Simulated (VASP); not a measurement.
# BP (I-4m2) in VASP: notebook

BP is run at these levels: PBE; tasks: single point.

Program: VASP 6.6.1. These are calculated values, not measurements. Logs are shortened: lines on timing, memory, paths and dates and some standing lists are left out, and cuts for length are marked.

### Step 1. The cell of the first run

Symmetry: I-4m2, No. 119, tetragonal system. The conventional cell has a = 3.704 Å, b = 3.704 Å, c = 3.405 Å, α = 90.00°, β = 90.00°, γ = 90.00°. B (site symmetry -4m2) has 4 P at 2.04 Å within 2.7 Å. P (site symmetry -4m2) has 4 B at 2.04 Å within 2.7 Å.

### Step 2. Single point, PBE

The input, INCAR:

```
PREC = Accurate ; ENCUT = 520
EDIFF = 1E-7 ; ISMEAR = 0
SIGMA = 0.05 ; LREAL = False
LASPH = True ; NELM = 60
ALGO = Normal ; ISIF = 2
LWAVE = False ; LCHARG = False
GGA = PE ; NBANDS = 11
```

The input, KPOINTS:

```
regular mesh
0
Gamma
  12 12 12
```

The input, POSCAR:

```
BP
1.0
    0.0000000000      2.6193691626      1.7025899557
    2.6193691626      0.0000000000      1.7025899557
    2.6193691626      2.6193691626      0.0000000000
B P
1 1
Direct
    0.0000000000      0.0000000000      0.0000000000
    0.7500000000      0.7500000000      0.7500000000
```

Potentials or basis: VASP PAW PBE potentials, release 64 (B, P).

Command:

```sh
> cat potpaw_PBE.64/B/POTCAR potpaw_PBE.64/P/POTCAR > POTCAR
> mpirun -np 1 vasp_std > vasp.out
```

OUTCAR:

```text
PREC = Accurate
   ENCUT = 520
   EDIFF = 1E-7
   ISMEAR = 0
   LREAL = False
   LASPH = True
   NELM = 60
   ISIF = 2
   GGA = PE

 ion  position               nearest neighbor table
   1  0.000  0.000  0.000-   2 2.04   2 2.04   2 2.04   2 2.04
   2  0.750  0.750  0.750-   1 2.04   1 2.04   1 2.04   1 2.04

  LATTYP: Found a body centered tetragonal cell.
 ALAT       =     3.7043473946
 C/A-ratio  =     0.9192388155

  Lattice vectors:

 A1 = (   0.0000000000,  -2.6193691626,  -1.7025899557)
 A2 = (   0.0000000000,   2.6193691626,  -1.7025899557)
 A3 = (   2.6193691626,   0.0000000000,   1.7025899557)

Analysis of symmetry for initial positions (statically):
=====================================================================
 Subroutine PRICEL returns:
 Original cell was already a primitive cell.

 Routine SETGRP: Setting up the symmetry group for a
 body centered tetragonal supercell.

 Subroutine GETGRP returns: Found  8 space group operations
 (whereof  8 operations were pure point group operations)
 out of a pool of 16 trial point group operations.

The static configuration has the point symmetry D_2d.

Analysis of symmetry for dynamics (positions and initial velocities):
=====================================================================
 Subroutine PRICEL returns:
 Original cell was already a primitive cell.

 Routine SETGRP: Setting up the symmetry group for a
 body centered tetragonal supercell.

 Subroutine GETGRP returns: Found  8 space group operations
 (whereof  8 operations were pure point group operations)
 out of a pool of 16 trial point group operations.

The dynamic configuration has the point symmetry D_2d.

 Subroutine INISYM returns: Found  8 space group operations
 (whereof  8 operations are pure point group operations),
 and found     1 'primitive' translations

----------------------------------------------------------------------------------------

                                     Primitive cell

  volume of cell :      23.3633

  direct lattice vectors                    reciprocal lattice vectors
     0.000000000  2.619369163  1.702589956    -0.190885656  0.190885656  0.293670239
     2.619369163  0.000000000  1.702589956     0.190885656 -0.190885656  0.293670239
     2.619369163  2.619369163  0.000000000     0.190885656  0.190885656 -0.293670239

  length of vectors
     3.124085045  3.124085045  3.704347395     0.398894568  0.398894568  0.398894568

  position of ions in fractional coordinates (direct lattice)
     0.000000000  0.000000000  0.000000000
     0.750000000  0.750000000  0.750000000

  ion indices of the primitive-cell ions
   primitive index   ion index
                 1           1
                 2           2

----------------------------------------------------------------------------------------

 KPOINTS: regular mesh

Automatic generation of k-mesh.
 Grid dimensions read from file:
 generate k-points for:   12   12   12

 Generating k-lattice:

  Cartesian coordinates                     Fractional coordinates (reciprocal lattice)
    -0.015907138  0.015907138  0.024472520     0.083333333  0.000000000  0.000000000
     0.015907138 -0.015907138  0.024472520     0.000000000  0.083333333  0.000000000
     0.015907138  0.015907138 -0.024472520     0.000000000  0.000000000  0.083333333

  Length of vectors
     0.033241214  0.033241214  0.033241214

  Shift w.r.t. Gamma in fractional coordinates (k-lattice)
     0.000000000  0.000000000  0.000000000

 Subroutine IBZKPT returns following result:
 ===========================================

 Found    163 irreducible k-points:

 Following reciprocal coordinates:
            Coordinates               Weight
  0.000000  0.000000  0.000000      1.000000
  0.083333  0.000000  0.000000      8.000000
  0.166667 -0.000000  0.000000      8.000000
  0.250000 -0.000000  0.000000      8.000000
  0.333333 -0.000000  0.000000      8.000000
  0.416667  0.000000  0.000000      8.000000
[... 16 lines left out ...]
  0.500000  0.166667  0.000000      8.000000
 -0.416667  0.166667  0.000000      8.000000
 [... further k-points ...]
   k-points           NKPTS =    163   k-points in BZ     NKDIM =    163   number of bands    NBANDS=     11
   number of dos      NEDOS =    301   number of ions     NIONS =      2
   total plane-waves  NPLWV =  16128
   dimension x,y,z NGX =    24 NGY =   24 NGZ =   28
   dimension x,y,z NGXF=    48 NGYF=   48 NGZF=   56
   ions per type =               1   1
   NGX,Y,Z   is equivalent  to a cutoff of  12.77, 12.77, 12.57 a.u.
   NGXF,Y,Z  is equivalent  to a cutoff of  25.54, 25.54, 25.13 a.u.
 SYSTEM =  unknown system
   PREC   = accura    normal or accurate (medium, high low for compatibility)
   ISTART =      0    job   : 0-new  1-cont  2-samecut
   ICHARG =      2    charge: 1-file 2-atom 10-const
   ISPIN  =      1    spin polarized calculation?
   LNONCOLLINEAR =      F non collinear calculations
   LSORBIT =      F    spin-orbit coupling
   LASPH  =      T    aspherical Exc in radial PAW
   ENCUT  =  520.0 eV  38.22 Ry    6.18 a.u.   5.81  5.81  6.89*2*pi/ulx,y,z
   NELM   =     60;   NELMIN=  2; NELMDL= -5     # of ELM steps
   EDIFF  = 0.1E-06   stopping-criterion for ELM
   LREAL  =      F    real-space projection
   EDIFFG = 0.1E-05   stopping-criterion for IOM
   NSW    =      0    number of steps for IOM
   IBRION =     -1    ionic relax: 0-MD 1-quasi-New 2-CG
   NFREE  =      0    steps in history (QN), initial steepest desc. (CG)
   ISIF   =      2    stress and relaxation
   ISYM   =      2    0-nonsym 1-usesym 2-fastsym
   POTIM  = 0.5000    time-step for ionic-motion
   TEBEG  =    0.0;   TEEND  =   0.0 temperature during run
   PSTRESS=    0.0 pullay stress
   NELECT =       8.0000    total number of electrons
   NUPDOWN=      -1.0000    fix difference up-down
   EMIN   =  10.00;   EMAX   =-10.00  energy-range for DOS
   EFERMI =   0.00;   METHOD = LEGACY
   ISMEAR =     0;   SIGMA  =   0.05  broadening in eV -4-tet -1-fermi 0-gaus
   EFERMI_NEDOS =   21; number of points for ismear=-14 and -15
   IALGO  =     38    algorithm
   IMIX   =      4    mixing-type and parameters
     AMIX     =   0.40;   BMIX     =  1.00
     AMIX_MAG =   1.60;   BMIX_MAG =  1.00
  volume/ion in A,a.u.               =      11.68        78.83
  Fermi-wavevector in a.u.,A,eV,Ry     =   1.145320  2.164342 17.847562  1.311759
  Thomas-Fermi vector in A             =   2.282009
   LORBIT       =      0    0 simple, 1 ext, 2 COOP (PROOUT), +10 PAW based schemes
   GGA     = PE    functional components
   LHFCALC =     F    Hartree Fock is set to
   AEXX    =    0.0000 exact exchange contribution
   IVDW    =     0    specifies the selected vdW correction
   LEPSILON=     F    determine dielectric tensor
   LRPA    =     F    only Hartree local field effects (RPA)
 non-spin polarized calculation
 Gauss-broadening in eV      SIGMA  =   0.05
  energy-cutoff  :      520.00
  volume of cell :       23.36
 maximum number of plane-waves:       641
   NGX = 11   NGY = 11   NGZ = 13

 number of electron       7.9999999 magnetization

 Free energy of the ion-electron system (eV)
  ---------------------------------------------------
  ext. energy  EPLUGINS =         0.00000000
  ---------------------------------------------------
  free energy    TOTEN  =       -11.60959487 eV

  energy without entropy =      -11.60935791  energy(sigma->0) =      -11.60947639

 E-fermi :   7.4987     XC(G=0): -11.1262

 val. band max:        7.4652640888   @ k =   0.4167   0.2500   0.0833
 cond. band min:       7.5044133153   @ k =   0.2500   0.0000   0.2500
 fundamental gap:      0.0391492264
 Fermi energy:         7.4986863124

 k-point     1 :       0.0000    0.0000    0.0000
  band No.  band energies     occupation
      1      -7.8585      2.00000
      2       6.6287      2.00000
      3       6.6287      2.00000
      4       9.8329      0.00000
      5      10.6252      0.00000
      6      13.0222      0.00000
      7      13.1350      0.00000
      8      13.1350      0.00000
      9      14.9029      0.00000
     10      18.8426      0.00000
     11      20.2344      0.00000

 k-point     2 :       0.0833    0.0000    0.0000
  band No.  band energies     occupation
      1      -7.7190      2.00000
      2       6.2322      2.00000
      3       6.3748      2.00000
      4       9.2863      0.00000
      5      10.4119      0.00000
      6      12.9167      0.00000
      7      12.9981      0.00000
      8      13.7620      0.00000
      9      15.2049      0.00000
     10      18.7105      0.00000
     11      20.4608      0.00000

 k-point     3 :       0.1667   -0.0000    0.0000
  band No.  band energies     occupation
      1      -7.3036      2.00000
      2       5.0374      2.00000
      3       5.7907      2.00000
      4       8.3965      0.00000
      5       9.8274      0.00000
      6      12.4125      0.00000
      7      12.9403      0.00000
      8      15.0739      0.00000
      9      16.4121      0.00000
     10      18.7954      0.00000
     11      21.4397      0.00000

 k-point     4 :       0.2500   -0.0000    0.0000
  band No.  band energies     occupation
      1      -6.6236      2.00000
      2       3.2852      2.00000
      3       5.1537      2.00000
      4       7.7136      0.00000
      5       9.1427      0.00000
      6      11.6773      0.00000
      7      13.2965      0.00000
      8      16.5266      0.00000
      9      18.3189      0.00000
     10      19.2742      0.00000
     11      22.1047      0.00000

 k-point     5 :       0.3333   -0.0000    0.0000
  band No.  band energies     occupation
      1      -5.7103      2.00000
      2       1.3956      2.00000
      3       4.6290      2.00000
      4       7.2485      2.00000
      5       8.5812      0.00000
      6      11.0633      0.00000
      7      13.8568      0.00000
      8      17.7726      0.00000
      9      19.9061      0.00000
     10      20.5997      0.00000
     11      21.8027      0.00000
[... 211 lines left out ...]
 k-point    21 :       0.3333    0.1667    0.0000
  band No.  band energies     occupation
      1      -5.0448      2.00000
      2       1.7100      2.00000
      3       3.6992      2.00000
      4       5.5684      2.00000
      5       7.8006      0.00000
      6      12.3873      0.00000
      7      12.7930      0.00000
      8      16.1059      0.00000
      9      19.6807      0.00000
     10      24.0809      0.00000
     11      25.1652      0.00000

 k-point    22 :       0.4167    0.1667    0.0000
  band No.  band energies     occupation
      1      -4.0367      2.00000
      2       0.0503      2.00000
      3       3.2871      2.00000
      4       5.2376      2.00000
      5       8.3325      0.00000
      6      12.2976      0.00000
      7      12.6392      0.00000
      8      16.6877      0.00000
      9      22.0884      0.00000
     10      23.1348      0.00000
     11      24.4591      0.00000

 k-point    23 :       0.5000    0.1667    0.0000
  band No.  band energies     occupation
      1      -3.5564      2.00000
      2      -0.6705      2.00000
      3       3.1079      2.00000
      4       5.0944      2.00000
      5       8.8714      0.00000
      6      12.6200      0.00000
      7      12.6821      0.00000
      8      16.4820      0.00000
      9      22.2928      0.00000
     10      23.3057      0.00000
     11      23.6612      0.00000

 k-point    24 :      -0.4167    0.1667    0.0000
  band No.  band energies     occupation
      1      -4.2877      2.00000
      2       0.2172      2.00000
      3       3.1742      2.00000
      4       5.1974      2.00000
      5       9.2046      0.00000
      6      12.9465      0.00000
      7      13.4445      0.00000
      8      16.0250      0.00000
      9      21.0908      0.00000
     10      21.6779      0.00000
     11      22.4743      0.00000

 [... further k-points ...]
[... 5 lines left out ...]
  --------------------------------------------------------------------------------------
  -------------------------------------------------------------------------------------
  Total       -2.9502626     -2.9502626      3.0504254      0.0000000      0.0000000     -0.0000000
  in kB     -202.3195134   -202.3195134    209.1883559      0.0000000      0.0000000     -0.0000000
  external PRESSURE =     -65.1502236 kB  Pullay stress =       0.0000000 kB

 VOLUME and BASIS-vectors are now :
 -----------------------------------------------------------------------------
  energy-cutoff  :      520.00
  volume of cell :       23.36
      direct lattice vectors                 reciprocal lattice vectors
     0.000000000  2.619369163  1.702589956    -0.190885656  0.190885656  0.293670239
     2.619369163  0.000000000  1.702589956     0.190885656 -0.190885656  0.293670239
     2.619369163  2.619369163  0.000000000     0.190885656  0.190885656 -0.293670239

 POSITION                                       TOTAL-FORCE (eV/Angst)
 -----------------------------------------------------------------------------------
      0.00000      0.00000      0.00000         0.000000      0.000000     -0.000000
      3.92905      3.92905      2.55388        -0.000000     -0.000000      0.000000
 -----------------------------------------------------------------------------------
    total drift:                                0.000000      0.000000      0.000000

  FREE ENERGIE OF THE ION-ELECTRON SYSTEM (eV)
  ---------------------------------------------------
  free  energy   TOTEN  =       -11.6095948744 eV

  energy  without entropy=      -11.6093579068  energy(sigma->0) =      -11.60947639
```

It took 21 s on 1 thread of AMD EPYC 9R45 (Zen 5), shared host; peak memory 0.13 GiB.

What came out:

```
Free energy            : -11.6096 eV
Pressure               : -6.5 GPa
Band gap on the k mesh : zero (band 4 reaches 9.83 eV, above the bottom of band 5 at 5.50 eV)
```

[end of part 1 of 2]
